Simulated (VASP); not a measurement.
# BaTl3B (Pm-3m) in VASP: a series of runs

Runs on BaTl3B. Level: PBE. Tasks: single point, relaxation of cell and atoms.

All numbers are computed with VASP 6.6.1; they aren't measurements. Logs are shortened: lines on timing, memory, paths and dates and some standing lists are left out, and cuts for length are marked.

## 1. The cell of the first run

The structure is cubic, space group Pm-3m (No. 221). The conventional cell has a = 5.249 Å, b = 5.249 Å, c = 5.249 Å, α = 90.00°, β = 90.00°, γ = 90.00°. Ba (site symmetry m-3m) has 12 Tl at 3.71 Å and 8 B at 4.55 Å within 4.9 Å. Within 3.5 Å of Tl (site symmetry 4/mmm) lie 2 B at 2.62 Å. B (site symmetry m-3m) has 6 Tl at 2.62 Å within 3.5 Å.

## 2. Single point, PBE

File INCAR:

```
SYSTEM = BaTl3B
PREC     = Accurate       ! precision mode
ENCUT    = 520            ! plane-wave cutoff, eV
EDIFF    = 1E-7           ! SCF threshold, eV
ISMEAR   = 0              ! smearing method
SIGMA    = 0.1            ! smearing width, eV
LREAL    = .False.        ! projectors in reciprocal space
LASPH    = .True.         ! aspherical terms in the spheres
NELM     = 100            ! most SCF steps
ALGO     = Fast           ! electronic algorithm
ISIF     = 2              ! what is computed and relaxed
LWAVE    = .False.        ! write WAVECAR
LCHARG   = .True.         ! write CHGCAR
GGA      = PE             ! functional
LELF     = .True.         ! ELF
LVHAR    = .True.       
NBANDS   = 34             ! bands
```

File KPOINTS:

```
Automatic mesh
0
Gamma
  8 8 8
  0 0 0
```

File POSCAR:

```
BaTl3B
1.0
    5.2492555246      0.0000000000      0.0000000000
    0.0000000000      5.2492555246      0.0000000000
    0.0000000000      0.0000000000      5.2492555246
Ba Tl B
1 3 1
Direct
    0.0000000000      0.0000000000      0.0000000000
    0.0000000000      0.5000000000      0.5000000000
    0.5000000000      0.0000000000      0.5000000000
    0.5000000000      0.5000000000      0.0000000000
    0.5000000000      0.5000000000      0.5000000000
```

Potentials or basis: VASP PAW PBE potentials, release 64 (Ba_sv, Tl_d, B).

Run with:

```console
> cat potpaw_PBE.64/Ba_sv/POTCAR potpaw_PBE.64/Tl_d/POTCAR potpaw_PBE.64/B/POTCAR > POTCAR
> mpirun -np 1 vasp_std > vasp.out
```

OUTCAR:

```text
SYSTEM = BaTl3B
   PREC = Accurate
   ENCUT = 520
   EDIFF = 1E-7
   ISMEAR = 0
   LREAL = .False.
   LASPH = .True.
   NELM = 100
   ISIF = 2
   GGA = PE

 ion  position               nearest neighbor table
   1  0.000  0.000  0.000-   2 3.71   3 3.71   4 3.71   2 3.71   3 3.71   2 3.71   4 3.71   2 3.71
                             3 3.71   4 3.71   3 3.71   4 3.71
   2  0.000  0.500  0.500-   5 2.62   5 2.62   4 3.71   1 3.71   1 3.71   4 3.71   1 3.71   3 3.71
                             1 3.71   3 3.71   4 3.71   3 3.71   4 3.71   3 3.71
   3  0.500  0.000  0.500-   5 2.62   5 2.62   4 3.71   1 3.71   1 3.71   4 3.71   2 3.71   4 3.71
                             2 3.71   4 3.71   1 3.71   2 3.71   1 3.71   2 3.71
   4  0.500  0.500  0.000-   5 2.62   5 2.62   3 3.71   1 3.71   2 3.71   3 3.71   2 3.71   1 3.71
                             3 3.71   3 3.71   1 3.71   2 3.71   2 3.71   1 3.71
   5  0.500  0.500  0.500-   2 2.62   3 2.62   4 2.62   4 2.62   3 2.62   2 2.62

  LATTYP: Found a simple cubic cell.
 ALAT       =     5.2492555246

  Lattice vectors:

 A1 = (   5.2492555246,   0.0000000000,   0.0000000000)
 A2 = (   0.0000000000,   5.2492555246,   0.0000000000)
 A3 = (   0.0000000000,   0.0000000000,   5.2492555246)

Analysis of symmetry for initial positions (statically):
=====================================================================
 Subroutine PRICEL returns:
 Original cell was already a primitive cell.

 Routine SETGRP: Setting up the symmetry group for a
 simple cubic supercell.

 Subroutine GETGRP returns: Found 48 space group operations
 (whereof 48 operations were pure point group operations)
 out of a pool of 48 trial point group operations.

The static configuration has the point symmetry O_h .

Analysis of symmetry for dynamics (positions and initial velocities):
=====================================================================
 Subroutine PRICEL returns:
 Original cell was already a primitive cell.

 Routine SETGRP: Setting up the symmetry group for a
 simple cubic supercell.

 Subroutine GETGRP returns: Found 48 space group operations
 (whereof 48 operations were pure point group operations)
 out of a pool of 48 trial point group operations.

The dynamic configuration has the point symmetry O_h .

 Subroutine INISYM returns: Found 48 space group operations
 (whereof 48 operations are pure point group operations),
[... 101 lines left out ...]
   NELM   =    100;   NELMIN=  2; NELMDL= -5     # of ELM steps
   EDIFF  = 0.1E-06   stopping-criterion for ELM
   LREAL  =      F    real-space projection
   EDIFFG = 0.1E-05   stopping-criterion for IOM
   NSW    =      0    number of steps for IOM
   IBRION =     -1    ionic relax: 0-MD 1-quasi-New 2-CG
   NFREE  =      0    steps in history (QN), initial steepest desc. (CG)
   ISIF   =      2    stress and relaxation
   ISYM   =      2    0-nonsym 1-usesym 2-fastsym
   POTIM  = 0.5000    time-step for ionic-motion
   TEBEG  =    0.0;   TEEND  =   0.0 temperature during run
   PSTRESS=    0.0 pullay stress
   NELECT =      52.0000    total number of electrons
   NUPDOWN=      -1.0000    fix difference up-down
   EMIN   =  10.00;   EMAX   =-10.00  energy-range for DOS
   EFERMI =   0.00;   METHOD = LEGACY
   ISMEAR =     0;   SIGMA  =   0.10  broadening in eV -4-tet -1-fermi 0-gaus
   EFERMI_NEDOS =   21; number of points for ismear=-14 and -15
   IALGO  =     68    algorithm
   IMIX   =      4    mixing-type and parameters
     AMIX     =   0.40;   BMIX     =  1.00
     AMIX_MAG =   1.60;   BMIX_MAG =  1.00
  volume/ion in A,a.u.               =      28.93       195.22
  Fermi-wavevector in a.u.,A,eV,Ry     =   1.164068  2.199769 18.436623  1.355054
  Thomas-Fermi vector in A             =   2.300610
   LORBIT       =      0    0 simple, 1 ext, 2 COOP (PROOUT), +10 PAW based schemes
   GGA     = PE    functional components
   LHFCALC =     F    Hartree Fock is set to
   AEXX    =    0.0000 exact exchange contribution
   IVDW    =     0    specifies the selected vdW correction
   LEPSILON=     F    determine dielectric tensor
   LRPA    =     F    only Hartree local field effects (RPA)
 non-spin polarized calculation
 RMM-DIIS sequential band-by-band and
 Gauss-broadening in eV      SIGMA  =   0.10
  energy-cutoff  :      520.00
  volume of cell :      144.64
 maximum number of plane-waves:      3948
 NGX is ok and might be reduce to    40
   NGX = 19   NGY = 19   NGZ = 19

 number of electron      51.9999996 magnetization

 Free energy of the ion-electron system (eV)
  ---------------------------------------------------
  ext. energy  EPLUGINS =         0.00000000
  ---------------------------------------------------
  free energy    TOTEN  =       -13.30880781 eV

  energy without entropy =      -13.27948025  energy(sigma->0) =      -13.29414403

 E-fermi :   4.9687     XC(G=0):  -9.5686

 val. band max:        4.9484976048   @ k =   0.3750   0.3750   0.1250
 cond. band min:       4.9904864074   @ k =   0.3750   0.2500   0.0000
 fundamental gap:      0.0419888025
 Fermi energy:         4.9686714167

 k-point     1 :       0.0000    0.0000    0.0000
  band No.  band energies     occupation
      1     -23.3687      2.00000
      2      -8.6026      2.00000
      3      -8.6026      2.00000
      4      -8.6026      2.00000
      5      -7.1348      2.00000
      6      -6.6514      2.00000
[... 877 lines left out ...]
     33       8.7665      0.00000
     34       8.9911      0.00000

 [... further k-points ...]

------------------------ aborting loop because EDIFF is reached ----------------------------------------

  FORCE on cell =-STRESS in cart. coord.  units (eV):
  Direction    XX          YY          ZZ          XY          YZ          ZX
  --------------------------------------------------------------------------------------
  -------------------------------------------------------------------------------------
  Total        0.0669431      0.0669431      0.0669431     -0.0000000     -0.0000000      0.0000000
  in kB        0.7415203      0.7415203      0.7415203     -0.0000000     -0.0000000      0.0000000
  external PRESSURE =       0.7415203 kB  Pullay stress =       0.0000000 kB

 VOLUME and BASIS-vectors are now :
 -----------------------------------------------------------------------------
  energy-cutoff  :      520.00
  volume of cell :      144.64
      direct lattice vectors                 reciprocal lattice vectors
     5.249255525  0.000000000  0.000000000     0.190503205  0.000000000  0.000000000
     0.000000000  5.249255525  0.000000000     0.000000000  0.190503205  0.000000000
     0.000000000  0.000000000  5.249255525     0.000000000  0.000000000  0.190503205

 POSITION                                       TOTAL-FORCE (eV/Angst)
 -----------------------------------------------------------------------------------
      0.00000      0.00000      0.00000         0.000000      0.000000      0.000000
      0.00000      2.62463      2.62463         0.000000      0.000000      0.000000
      2.62463      0.00000      2.62463         0.000000      0.000000      0.000000
      2.62463      2.62463      0.00000         0.000000      0.000000      0.000000
      2.62463      2.62463      2.62463         0.000000      0.000000      0.000000
 -----------------------------------------------------------------------------------
    total drift:                               -0.000000     -0.000000     -0.000000

  FREE ENERGIE OF THE ION-ELECTRON SYSTEM (eV)
  ---------------------------------------------------
  free  energy   TOTEN  =       -13.3088078077 eV

  energy  without entropy=      -13.2794802509  energy(sigma->0) =      -13.29414403
```

OSZICAR:

```text
N       E                     dE             d eps       ncg     rms          rms(c)
DAV:   1     0.296545392232E+03    0.29655E+03   -0.26029E+04  2380   0.140E+03
DAV:   2    -0.151511983584E+01   -0.29806E+03   -0.29166E+03  2728   0.301E+02
DAV:   3    -0.136847717054E+02   -0.12170E+02   -0.12044E+02  3052   0.514E+01
DAV:   4    -0.139169985691E+02   -0.23223E+00   -0.23158E+00  3202   0.607E+00
DAV:   5    -0.139195124790E+02   -0.25139E-02   -0.25134E-02  2842   0.615E-01    0.627E+00
RMM:   6    -0.133987038510E+02    0.52081E+00   -0.16939E+00  2443   0.446E+00    0.365E+00
RMM:   7    -0.133179419248E+02    0.80762E-01   -0.15324E-01  2530   0.181E+00    0.264E+00
RMM:   8    -0.133120648886E+02    0.58770E-02   -0.56091E-02  2703   0.126E+00    0.728E-01
RMM:   9    -0.133093416100E+02    0.27233E-02   -0.12955E-02  2719   0.490E-01    0.127E-01
RMM:  10    -0.133087635767E+02    0.57803E-03   -0.18814E-03  2871   0.192E-01    0.441E-02
RMM:  11    -0.133087913436E+02   -0.27767E-04   -0.43827E-04  3221   0.806E-02    0.153E-02
RMM:  12    -0.133088075065E+02   -0.16163E-04   -0.10844E-04  3453   0.377E-02    0.897E-03
RMM:  13    -0.133088067908E+02    0.71568E-06   -0.28929E-05  3386   0.179E-02    0.330E-03
RMM:  14    -0.133088077027E+02   -0.91186E-06   -0.97063E-06  3179   0.100E-02    0.126E-03
RMM:  15    -0.133088078104E+02   -0.10771E-06   -0.22553E-06  2854   0.473E-03    0.748E-04
RMM:  16    -0.133088078077E+02    0.26666E-08   -0.75408E-07  2390   0.261E-03
   1 F= -.13308808E+02 E0= -.13294144E+02  d E =-.293276E-01
```

Run time: 4.6 min. Hardware: 1 thread of Intel Xeon 6975P-C, shared host; peak memory 0.35 GiB.

What came out:

| Property | Result |
| --- | --- |
| Free energy | -13.3088 eV |
| Pressure | 0.1 GPa |
| Band gap on the k mesh | zero (band 26 reaches 5.33 eV, above the bottom of band 27 at 4.70 eV) |

Caveat: spin-orbit coupling is left out, which moves the levels of the heavy elements.

## 3. Relaxation of cell and atoms, PBE

This run uses another cell than the first one, of 28.77 Å³/atom, 0.995 times its volume.

File INCAR:

```
SYSTEM = BaTl3B
ALGO = Fast ; EDIFF = 1E-6
EDIFFG = -0.01 ; ENCUT = 600
GGA = PE ; IBRION = 2
ISIF = 3 ; ISMEAR = 0
LASPH = .TRUE. ; LCHARG = .FALSE.
LREAL = .FALSE. ; LWAVE = .FALSE.
NELM = 60 ; NSW = 100
PREC = Accurate ; SIGMA = 0.1
```

File KPOINTS:

```
k-points
0
G
  8 8 8
  0 0 0
```

POSCAR: that of step 2 with these lines changed.

```diff
@@ -2,5 +2,5 @@
 1.0
-    5.2492555246      0.0000000000      0.0000000000
-    0.0000000000      5.2492555246      0.0000000000
-    0.0000000000      0.0000000000      5.2492555246
+    5.2396572563      0.0000000000      0.0000000000
+    0.0000000000      5.2396572563      0.0000000000
+    0.0000000000      0.0000000000      5.2396572563
 Ba Tl B
```

Potentials or basis: VASP PAW PBE potentials, release 64 (Ba_sv, Tl_d, B).

Run with:

```console
> cat potpaw_PBE.64/Ba_sv/POTCAR potpaw_PBE.64/Tl_d/POTCAR potpaw_PBE.64/B/POTCAR > POTCAR
> mpirun -np 1 vasp_std > vasp.out
```

OUTCAR:

```text
SYSTEM = BaTl3B
   EDIFF = 1E-6
   EDIFFG = -0.01
   ENCUT = 600
   GGA = PE
   IBRION = 2
   ISIF = 3
   ISMEAR = 0
   LASPH = .TRUE.
   LREAL = .FALSE.
   NELM = 60
   NSW = 100
   PREC = Accurate

 ion  position               nearest neighbor table
   1  0.000  0.000  0.000-   2 3.70   3 3.70   4 3.70   2 3.70   3 3.70   2 3.70   4 3.70   2 3.70
                             3 3.70   4 3.70   3 3.70   4 3.70
   2  0.000  0.500  0.500-   5 2.62   5 2.62   4 3.70   1 3.70   1 3.70   4 3.70   1 3.70   3 3.70
                             1 3.70   3 3.70   4 3.70   3 3.70   4 3.70   3 3.70
   3  0.500  0.000  0.500-   5 2.62   5 2.62   4 3.70   1 3.70   1 3.70   4 3.70   2 3.70   4 3.70
                             2 3.70   4 3.70   1 3.70   2 3.70   1 3.70   2 3.70
   4  0.500  0.500  0.000-   5 2.62   5 2.62   3 3.70   1 3.70   2 3.70   3 3.70   2 3.70   1 3.70
                             3 3.70   3 3.70   1 3.70   2 3.70   2 3.70   1 3.70
   5  0.500  0.500  0.500-   2 2.62   3 2.62   4 2.62   4 2.62   3 2.62   2 2.62

  LATTYP: Found a simple cubic cell.
 ALAT       =     5.2396572563

  Lattice vectors:

 A1 = (   5.2396572563,   0.0000000000,   0.0000000000)
 A2 = (   0.0000000000,   5.2396572563,   0.0000000000)
 A3 = (   0.0000000000,   0.0000000000,   5.2396572563)

Analysis of symmetry for initial positions (statically):
=====================================================================
 Subroutine PRICEL returns:
 Original cell was already a primitive cell.
[... 187 lines left out ...]
  Total        0.2459252      0.2459252      0.2459252      0.0000000      0.0000000     -0.0000000
  in kB        2.7390822      2.7390822      2.7390822      0.0000000      0.0000000     -0.0000000
  external PRESSURE =       2.7390822 kB  Pullay stress =       0.0000000 kB
[... 65 lines left out ...]
--------------------------------------- Ionic step        3  -------------------------------------------

 number of electron      52.0000011 magnetization

 Free energy of the ion-electron system (eV)
  ---------------------------------------------------
  ext. energy  EPLUGINS =         0.00000000
  ---------------------------------------------------
  free energy    TOTEN  =       -13.30934169 eV

  energy without entropy =      -13.27983100  energy(sigma->0) =      -13.29458634

 E-fermi :   4.9391     XC(G=0):  -9.5523

 val. band max:        4.9220297553   @ k =   0.3750   0.3750   0.1250
 cond. band min:       4.9590026532   @ k =   0.3750   0.2500   0.0000
 fundamental gap:      0.0369728979
 Fermi energy:         4.9390843587

 k-point     1 :       0.0000    0.0000    0.0000
  band No.  band energies     occupation
      1     -23.4070      2.00000
      2      -8.6398      2.00000
      3      -8.6398      2.00000
      4      -8.6398      2.00000
      5      -7.1499      2.00000
      6      -6.6736      2.00000
[... 805 lines left out ...]
     30       7.1701      0.00000
     31       7.7055      0.00000

 [... further k-points ...]

------------------------ aborting loop because EDIFF is reached ----------------------------------------

  FORCE on cell =-STRESS in cart. coord.  units (eV):
  Direction    XX          YY          ZZ          XY          YZ          ZX
  --------------------------------------------------------------------------------------
  -------------------------------------------------------------------------------------
  Total       -0.0014276     -0.0014276     -0.0014276     -0.0000000      0.0000000      0.0000000
  in kB       -0.0157571     -0.0157571     -0.0157571     -0.0000000      0.0000000      0.0000000
  external PRESSURE =      -0.0157571 kB  Pullay stress =       0.0000000 kB
[... 20 lines left out ...]
  FREE ENERGIE OF THE ION-ELECTRON SYSTEM (eV)
  ---------------------------------------------------
  free  energy   TOTEN  =       -13.3093416886 eV

  energy  without entropy=      -13.2798309959  energy(sigma->0) =      -13.29458634

 reached required accuracy - stopping structural energy minimisation
```

OSZICAR:

```text
N       E                     dE             d eps       ncg     rms          rms(c)
DAV:   1     0.327587981417E+03    0.32759E+03   -0.28628E+04  2170   0.173E+03
DAV:   2     0.438800917762E+00   -0.32715E+03   -0.32194E+03  2477   0.341E+02
DAV:   3    -0.136493378343E+02   -0.14088E+02   -0.13974E+02  2848   0.586E+01
DAV:   4    -0.139165788042E+02   -0.26724E+00   -0.26686E+00  2966   0.711E+00
[... 24 lines left out ...]
RMM:   2    -0.133096020050E+02    0.17142E-02   -0.39437E-03  2209   0.355E-01    0.839E-02
RMM:   3    -0.133093555204E+02    0.24648E-03   -0.11050E-03  2223   0.200E-01    0.637E-02
RMM:   4    -0.133093448318E+02    0.10689E-04   -0.10512E-04  2275   0.578E-02    0.256E-02
RMM:   5    -0.133093419560E+02    0.28758E-05   -0.31872E-05  2347   0.297E-02    0.615E-03
RMM:   6    -0.133093416886E+02    0.26733E-06   -0.50132E-06  1690   0.125E-02
   3 F= -.13309342E+02 E0= -.13294586E+02  d E =-.109701E-02
```

CONTCAR:

```text
BaTl3B
   1.00000000000000
     5.2555089264093526    0.0000000000000000   -0.0000000000000000
     0.0000000000000000    5.2555089264093526   -0.0000000000000000
     0.0000000000000000    0.0000000000000000    5.2555089264093526
  Ba              Tl              B
     1     3     1
Direct
     0.0000000000000000    0.0000000000000000    0.0000000000000000
     0.0000000000000000    0.5000000000000000    0.5000000000000000
     0.5000000000000000    0.0000000000000000    0.5000000000000000
     0.5000000000000000    0.5000000000000000    0.0000000000000000
     0.5000000000000000    0.5000000000000000    0.5000000000000000

  0.00000000E+00  0.00000000E+00  0.00000000E+00
  0.00000000E+00  0.00000000E+00  0.00000000E+00
  0.00000000E+00  0.00000000E+00  0.00000000E+00
  0.00000000E+00  0.00000000E+00  0.00000000E+00
  0.00000000E+00  0.00000000E+00  0.00000000E+00
```

Wall time 9.2 min (1 thread of Intel Xeon 6975P-C, shared host); peak memory 0.4 GiB.

What came out:

| Quantity | Value |
| --- | --- |
| Free energy | -13.3093 eV |
| Relaxed volume | 29.03 Å³/atom |
| Relaxed cell | a = 5.256 Å, b = 5.256 Å, c = 5.256 Å, α = 90.00°, β = 90.00°, γ = 90.00° |
| Space group after relaxing (to 0.05 Å) | Pm-3m (No. 221) |
| Energy gained by relaxing | 0.2 meV/atom |
| Ionic steps | 3 |
| Pressure after relaxing | 0.0 GPa |
| Band gap on the k mesh | zero (band 26 reaches 5.31 eV, above the bottom of band 27 at 4.67 eV) |

Step by step:
| step | energy change (eV) | largest force (eV/Å) | pressure (GPa) | volume (Å³) |
| --- | --- | --- | --- | --- |
| 1 | 0.0000 | 0.0000 | 0.27 | 143.85 |
| 2 | -0.0010 | 0.0000 | 0.06 | 144.88 |
| 3 | -0.0011 | 0.0000 | 0.00 | 145.16 |

Final structure:
```
CELL_PARAMETERS angstrom
5.25551 0.00000 0.00000
0.00000 5.25551 0.00000
0.00000 0.00000 5.25551
ATOMIC_POSITIONS crystal
Ba 0.00000 0.00000 0.00000
Tl 0.00000 0.50000 0.50000
Tl 0.50000 0.00000 0.50000
Tl 0.50000 0.50000 0.00000
B 0.50000 0.50000 0.50000
```

Caveat: spin-orbit coupling is left out, which moves the levels of the heavy elements.
